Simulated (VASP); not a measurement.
# GaSn2 (I4/mmm) in VASP: further runs

The runs below take GaSn2 through single point, with PBE.

Program: VASP 6.6.1. These are calculated values, not measurements. Logs are shortened: lines on timing, memory, paths and dates and some standing lists are left out, and cuts for length are marked.

### Step 1. The cell of the first run

It takes space group I4/mmm (No. 139, tetragonal). Conventional cell: a = 3.786 Å, b = 3.786 Å, c = 9.288 Å, α = 90.00°, β = 90.00°, γ = 90.00°. Within 4.1 Å of Ga (site symmetry 4/mmm) lie 10 Sn at 3.08 to 3.11 Å and 4 Ga at 3.79 Å. Sn (site symmetry 4mm) has 9 Sn at 3.06 to 3.79 Å and 5 Ga at 3.08 to 3.11 Å within 4.0 Å.

### Step 2. Single point, PBE

The input, INCAR:

```
SYSTEM = GaSn2
PREC = Accurate
ENCUT = 520
EDIFF = 1E-6
ISMEAR = 0
SIGMA = 0.1
LREAL = .FALSE.
LASPH = .TRUE.
NELM = 80
ALGO = Normal
ISIF = 2
LWAVE = .FALSE.
LCHARG = .TRUE.
GGA = PE
LELF = .TRUE.
LVHAR = .TRUE.
NBANDS = 28
```

The input, KPOINTS:

```
regular mesh
0
G
  6 6 6
  0 0 0
```

The input, POSCAR:

```
GaSn2
1.0
   -1.8930299340      1.8930299340      4.6438390569
    1.8930299340     -1.8930299340      4.6438390569
    1.8930299340      1.8930299340     -4.6438390569
Ga Sn
1 2
Direct
    0.0000000000      0.0000000000      0.0000000000
    0.6650000000      0.6650000000      0.0000000000
    0.3350000000      0.3350000000      0.0000000000
```

Potentials or basis: VASP PAW PBE potentials, release 64 (Ga_d, Sn_d).

Command:

```bash
> cat potpaw_PBE.64/Ga_d/POTCAR potpaw_PBE.64/Sn_d/POTCAR > POTCAR
> mpirun -np 1 vasp_std > vasp.out
```

OUTCAR:

```text
SYSTEM = GaSn2
   PREC = Accurate
   ENCUT = 520
   EDIFF = 1E-6
   ISMEAR = 0
   LREAL = .FALSE.
   LASPH = .TRUE.
   NELM = 80
   ISIF = 2
   GGA = PE

 ion  position               nearest neighbor table
   1  0.000  0.000  0.000-   2 3.08   2 3.08   3 3.08   3 3.08   2 3.08   2 3.08   3 3.08   3 3.08
                             2 3.11   3 3.11
   2  0.665  0.665  0.000-   3 3.06   1 3.08   1 3.08   1 3.08   1 3.08   3 3.11   3 3.11   3 3.11
                             3 3.11   1 3.11
   3  0.335  0.335  0.000-   2 3.06   1 3.08   1 3.08   1 3.08   1 3.08   2 3.11   2 3.11   2 3.11
                             2 3.11   1 3.11

  LATTYP: Found a body centered tetragonal cell.
 ALAT       =     3.7860598680
 C/A-ratio  =     2.4531250000

  Lattice vectors:

 A1 = (  -1.8930299340,   1.8930299340,   4.6438390569)
 A2 = (   1.8930299340,  -1.8930299340,   4.6438390569)
 A3 = (   1.8930299340,   1.8930299340,  -4.6438390569)

Analysis of symmetry for initial positions (statically):
=====================================================================
 Subroutine PRICEL returns:
 Original cell was already a primitive cell.

 Routine SETGRP: Setting up the symmetry group for a
 body centered tetragonal supercell.

 Subroutine GETGRP returns: Found 16 space group operations
 (whereof 16 operations were pure point group operations)
 out of a pool of 16 trial point group operations.

The static configuration has the point symmetry D_4h.

Analysis of symmetry for dynamics (positions and initial velocities):
=====================================================================
 Subroutine PRICEL returns:
 Original cell was already a primitive cell.

 Routine SETGRP: Setting up the symmetry group for a
 body centered tetragonal supercell.

 Subroutine GETGRP returns: Found 16 space group operations
 (whereof 16 operations were pure point group operations)
 out of a pool of 16 trial point group operations.

The dynamic configuration has the point symmetry D_4h.

 Subroutine INISYM returns: Found 16 space group operations
 (whereof 16 operations are pure point group operations),
 and found     1 'primitive' translations

----------------------------------------------------------------------------------------

                                     Primitive cell

  volume of cell :      66.5659

  direct lattice vectors                    reciprocal lattice vectors
    -1.893029934  1.893029934  4.643839057     0.000000000  0.264126832  0.107669537
     1.893029934 -1.893029934  4.643839057     0.264126832  0.000000000  0.107669537
     1.893029934  1.893029934 -4.643839057     0.264126832  0.264126832  0.000000000

  length of vectors
     5.360258002  5.360258002  5.360258002     0.285229228  0.285229228  0.373531748

  position of ions in fractional coordinates (direct lattice)
     0.000000000  0.000000000  0.000000000
     0.665000000  0.665000000  0.000000000
     0.335000000  0.335000000  0.000000000

  ion indices of the primitive-cell ions
   primitive index   ion index
                 1           1
                 2           2
                 3           3

----------------------------------------------------------------------------------------

 KPOINTS: regular mesh

Automatic generation of k-mesh.
 Grid dimensions read from file:
 generate k-points for:    6    6    6

 Generating k-lattice:

  Cartesian coordinates                     Fractional coordinates (reciprocal lattice)
     0.000000000  0.044021139  0.017944923     0.166666667  0.000000000  0.000000000
     0.044021139  0.000000000  0.017944923     0.000000000  0.166666667  0.000000000
     0.044021139  0.044021139  0.000000000     0.000000000  0.000000000  0.166666667

  Length of vectors
     0.047538205  0.047538205  0.062255291

  Shift w.r.t. Gamma in fractional coordinates (k-lattice)
     0.000000000  0.000000000  0.000000000

 Subroutine IBZKPT returns following result:
 ===========================================

 Found     30 irreducible k-points:

 Following reciprocal coordinates:
            Coordinates               Weight
  0.000000  0.000000  0.000000      1.000000
  0.166667  0.000000 -0.000000      8.000000
  0.333333  0.000000 -0.000000      8.000000
  0.500000  0.000000 -0.000000      4.000000
  0.166667  0.166667 -0.000000      8.000000
  0.333333  0.166667 -0.000000     16.000000
[... 16 lines left out ...]
 -0.333333 -0.333333  0.166667      8.000000
 -0.166667 -0.333333  0.166667      8.000000
 [... further k-points ...]
   k-points           NKPTS =     30   k-points in BZ     NKDIM =     30   number of bands    NBANDS=     28
   number of dos      NEDOS =    301   number of ions     NIONS =      3
   total plane-waves  NPLWV =  64000
   dimension x,y,z NGX =    40 NGY =   40 NGZ =   40
   dimension x,y,z NGXF=    80 NGYF=   80 NGZF=   80
   ions per type =               1   2
   NGX,Y,Z   is equivalent  to a cutoff of  12.41, 12.41, 12.41 a.u.
   NGXF,Y,Z  is equivalent  to a cutoff of  24.81, 24.81, 24.81 a.u.
 SYSTEM =  GaSn2
   PREC   = accura    normal or accurate (medium, high low for compatibility)
   ISTART =      0    job   : 0-new  1-cont  2-samecut
   ICHARG =      2    charge: 1-file 2-atom 10-const
   ISPIN  =      1    spin polarized calculation?
   LNONCOLLINEAR =      F non collinear calculations
   LSORBIT =      F    spin-orbit coupling
   LASPH  =      T    aspherical Exc in radial PAW
   ENCUT  =  520.0 eV  38.22 Ry    6.18 a.u.   9.97  9.97  9.97*2*pi/ulx,y,z
   NELM   =     80;   NELMIN=  2; NELMDL= -5     # of ELM steps
   EDIFF  = 0.1E-05   stopping-criterion for ELM
   LREAL  =      F    real-space projection
   EDIFFG = 0.1E-04   stopping-criterion for IOM
   NSW    =      0    number of steps for IOM
   IBRION =     -1    ionic relax: 0-MD 1-quasi-New 2-CG
   NFREE  =      0    steps in history (QN), initial steepest desc. (CG)
   ISIF   =      2    stress and relaxation
   ISYM   =      2    0-nonsym 1-usesym 2-fastsym
   POTIM  = 0.5000    time-step for ionic-motion
   TEBEG  =    0.0;   TEEND  =   0.0 temperature during run
   PSTRESS=    0.0 pullay stress
   NELECT =      41.0000    total number of electrons
   NUPDOWN=      -1.0000    fix difference up-down
   EMIN   =  10.00;   EMAX   =-10.00  energy-range for DOS
   EFERMI =   0.00;   METHOD = LEGACY
   ISMEAR =     0;   SIGMA  =   0.10  broadening in eV -4-tet -1-fermi 0-gaus
   EFERMI_NEDOS =   21; number of points for ismear=-14 and -15
   IALGO  =     38    algorithm
   IMIX   =      4    mixing-type and parameters
     AMIX     =   0.40;   BMIX     =  1.00
     AMIX_MAG =   1.60;   BMIX_MAG =  1.00
  volume/ion in A,a.u.               =      22.19       149.74
  Fermi-wavevector in a.u.,A,eV,Ry     =   1.392896  2.632192 26.397476  1.940160
  Thomas-Fermi vector in A             =   2.516595
   LORBIT       =      0    0 simple, 1 ext, 2 COOP (PROOUT), +10 PAW based schemes
   GGA     = PE    functional components
   LHFCALC =     F    Hartree Fock is set to
   AEXX    =    0.0000 exact exchange contribution
   IVDW    =     0    specifies the selected vdW correction
   LEPSILON=     F    determine dielectric tensor
   LRPA    =     F    only Hartree local field effects (RPA)
 non-spin polarized calculation
 Gauss-broadening in eV      SIGMA  =   0.10
  energy-cutoff  :      520.00
  volume of cell :       66.57
 maximum number of plane-waves:      1804
   NGX = 19   NGY = 19   NGZ = 19

 number of electron      40.9999999 magnetization

 Free energy of the ion-electron system (eV)
  ---------------------------------------------------
  ext. energy  EPLUGINS =         0.00000000
  ---------------------------------------------------
  free energy    TOTEN  =       -10.22422580 eV

  energy without entropy =      -10.22158488  energy(sigma->0) =      -10.22290534

 E-fermi :   8.5173     XC(G=0): -10.9898

 val. band max:        8.4753623040   @ k =  -0.1667  -0.3333   0.1667
 cond. band min:       8.5498651015   @ k =   0.0000   0.0000   0.0000
 fundamental gap:      0.0745027975
 Fermi energy:         8.5173100289

 k-point     1 :       0.0000    0.0000    0.0000
  band No.  band energies     occupation
      1     -13.0392      2.00000
      2     -13.0340      2.00000
      3     -12.9929      2.00000
      4     -12.9711      2.00000
      5     -12.9711      2.00000
      6     -12.9361      2.00000
[... 20 lines left out ...]
     27      17.2153      0.00000
     28      17.2153      0.00000

 k-point     2 :       0.1667    0.0000   -0.0000
  band No.  band energies     occupation
      1     -13.0519      2.00000
      2     -13.0274      2.00000
      3     -13.0126      2.00000
      4     -12.9900      2.00000
      5     -12.9745      2.00000
      6     -12.9164      2.00000
[... 20 lines left out ...]
     27      15.6800      0.00000
     28      15.6980      0.00000

 k-point     3 :       0.3333    0.0000   -0.0000
  band No.  band energies     occupation
      1     -13.0682      2.00000
      2     -13.0480      2.00000
      3     -13.0253      2.00000
      4     -13.0193      2.00000
      5     -12.9585      2.00000
      6     -12.9147      2.00000
[... 20 lines left out ...]
     27      15.0675      0.00000
     28      17.9888      0.00000

 k-point     4 :       0.5000    0.0000   -0.0000
  band No.  band energies     occupation
      1     -13.0705      2.00000
      2     -13.0580      2.00000
      3     -13.0457      2.00000
      4     -13.0272      2.00000
      5     -12.9427      2.00000
      6     -12.9041      2.00000
[... 20 lines left out ...]
     27      14.1440      0.00000
     28      17.1111      0.00000

 k-point     5 :       0.1667    0.1667   -0.0000
  band No.  band energies     occupation
      1     -13.0653      2.00000
      2     -13.0341      2.00000
      3     -13.0234      2.00000
      4     -12.9924      2.00000
      5     -12.9775      2.00000
      6     -12.9060      2.00000
[... 20 lines left out ...]
     27      16.9312      0.00000
     28      17.2285      0.00000

 k-point     6 :       0.3333    0.1667   -0.0000
  band No.  band energies     occupation
      1     -13.0739      2.00000
      2     -13.0507      2.00000
      3     -13.0361      2.00000
      4     -13.0000      2.00000
      5     -12.9504      2.00000
      6     -12.9188      2.00000
[... 463 lines left out ...]
      5     -12.9507      2.00000
      6     -12.9224      2.00000
[... 20 lines left out ...]
     27      14.4408      0.00000
     28      17.3681      0.00000

 k-point    22 :      -0.1667    0.5000    0.1667
  band No.  band energies     occupation
      1     -13.0806      2.00000
      2     -13.0619      2.00000
      3     -13.0417      2.00000
      4     -13.0105      2.00000
      5     -12.9627      2.00000
      6     -12.9267      2.00000
[... 20 lines left out ...]
     27      14.3175      0.00000
     28      17.4458      0.00000

 k-point    23 :      -0.3333   -0.3333    0.1667
  band No.  band energies     occupation
      1     -13.0761      2.00000
      2     -13.0536      2.00000
      3     -13.0416      2.00000
      4     -13.0104      2.00000
      5     -12.9906      2.00000
      6     -12.8941      2.00000
[... 20 lines left out ...]
     27      14.6099      0.00000
     28      15.4619      0.00000

 k-point    24 :      -0.1667   -0.3333    0.1667
  band No.  band energies     occupation
      1     -13.0649      2.00000
      2     -13.0477      2.00000
      3     -13.0275      2.00000
      4     -13.0145      2.00000
      5     -12.9933      2.00000
      6     -12.9034      2.00000
[... 20 lines left out ...]
     27      15.4337      0.00000
     28      16.4393      0.00000

 [... further k-points ...]

------------------------ aborting loop because EDIFF is reached ----------------------------------------

  FORCE on cell =-STRESS in cart. coord.  units (eV):
  Direction    XX          YY          ZZ          XY          YZ          ZX
  --------------------------------------------------------------------------------------
  -------------------------------------------------------------------------------------
  Total        2.7254475      2.7254475      4.8632966      0.0000000      0.0000000      0.0000000
  in kB       65.5988590     65.5988590    117.0547984      0.0000000      0.0000000      0.0000000
  external PRESSURE =      82.7508388 kB  Pullay stress =       0.0000000 kB

 VOLUME and BASIS-vectors are now :
 -----------------------------------------------------------------------------
  energy-cutoff  :      520.00
  volume of cell :       66.57
      direct lattice vectors                 reciprocal lattice vectors
    -1.893029934  1.893029934  4.643839057     0.000000000  0.264126832  0.107669537
     1.893029934 -1.893029934  4.643839057     0.264126832  0.000000000  0.107669537
     1.893029934  1.893029934 -4.643839057     0.264126832  0.264126832  0.000000000

 POSITION                                       TOTAL-FORCE (eV/Angst)
 -----------------------------------------------------------------------------------
      0.00000      0.00000      0.00000         0.000000      0.000000      0.000000
      0.00000      0.00000      6.17631        -0.000000     -0.000000     -0.122771
      0.00000      0.00000      3.11137         0.000000      0.000000      0.122771
 -----------------------------------------------------------------------------------
    total drift:                               -0.000000     -0.000000      0.000000

  FREE ENERGIE OF THE ION-ELECTRON SYSTEM (eV)
  ---------------------------------------------------
  free  energy   TOTEN  =       -10.2242258018 eV

  energy  without entropy=      -10.2215848754  energy(sigma->0) =      -10.22290534
```

Run time: 69 s. Hardware: 1 thread of Oxide Virtual Turin-like, shared host; peak memory 0.22 GiB.

Results:

| Item | Value |
| --- | --- |
| Free energy | -10.2242 eV |
| Pressure | 8.3 GPa |
| Largest force | 0.123 eV/Å |

Forces in eV/Å, atoms in the order of the input:
```
Ga   0.000  0.000  0.000
Sn   0.000  0.000 -0.123
Sn   0.000  0.000  0.123
```

Stress tensor (GPa, compression positive):
```
 6.56  0.00  0.00
 0.00  6.56  0.00
 0.00  0.00 11.71
```

Caveat: the k points lie up to 0.39 Å⁻¹ apart; spin-orbit coupling is left out, which moves the levels of the heavy elements.

### Step 3. Single point, PBE

This run uses another cell than the first one, of 25.10 Å³/atom, 1.131 times its volume.

The input, INCAR:

```
ALGO     = Normal         # electronic algorithm
EDIFF    = 1E-6           # SCF threshold, eV
ENCUT    = 520            # plane-wave cutoff, eV
GGA      = PE             # functional
ISIF     = 2              # what is computed and relaxed
ISMEAR   = 0              # smearing method
LASPH    = T              # aspherical terms in the spheres
LCHARG   = T              # write CHGCAR
LELF     = T              # ELF
LREAL    = F              # projectors in reciprocal space
LVHAR    = T            
LWAVE    = F              # write WAVECAR
NBANDS   = 28             # bands
NELM     = 60             # most SCF steps
PREC     = Accurate       # precision mode
SIGMA    = 0.1            # smearing width, eV
```

The input, KPOINTS:

```
k-points
0
Gamma
  6 6 6
```

The input, POSCAR:

```
GaSn2
1.0
   -1.9578005566      1.9578005566      4.9118628071
    1.9578005566     -1.9578005566      4.9118628071
    1.9578005566      1.9578005566     -4.9118628071
Ga Sn
1 2
Direct
    0.0000000000      0.0000000000      0.0000000000
    0.6631471967      0.6631471967      0.0000000000
    0.3368528033      0.3368528033      0.0000000000
```

Potentials or basis: VASP PAW PBE potentials, release 64 (Ga_d, Sn_d).

Command:

```bash
> cat potpaw_PBE.64/Ga_d/POTCAR potpaw_PBE.64/Sn_d/POTCAR > POTCAR
> mpirun -np 1 vasp_std > vasp.out
```

Run time: 65 s. Hardware: 1 thread of Oxide Virtual Turin-like, shared host; peak memory 0.24 GiB.

It converged, with:

- Free energy: -10.4408 eV
- Pressure: 0.0 GPa
- Largest force: 0.003 eV/Å

Forces in eV/Å, atoms in the order of the input:
```
Ga   0.000  0.000  0.000
Sn   0.000  0.000  0.003
Sn   0.000  0.000 -0.003
```

Levels at points of the mesh, in eV from the Fermi level:
| k point | band 18 | band 19 | band 20 | band 21 | band 22 | band 23 |
| --- | --- | --- | --- | --- | --- | --- |
| (0.00, 0.00, 0.00) | -4.16 | -0.10 | 0.35 | 0.71 | 0.71 | 1.18 |
| (0.50, 0.00, 0.00) | -4.99 | -3.77 | 1.65 | 1.93 | 2.06 | 2.56 |
| (0.50, 0.50, 0.00) | -4.58 | -4.30 | -2.79 | -2.23 | 0.11 | 0.74 |
| (0.50, 0.50, 0.50) | -2.14 | -0.83 | -0.83 | 3.01 | 3.69 | 4.21 |

Caveat: the k points lie up to 0.38 Å⁻¹ apart; spin-orbit coupling is left out, which moves the levels of the heavy elements.
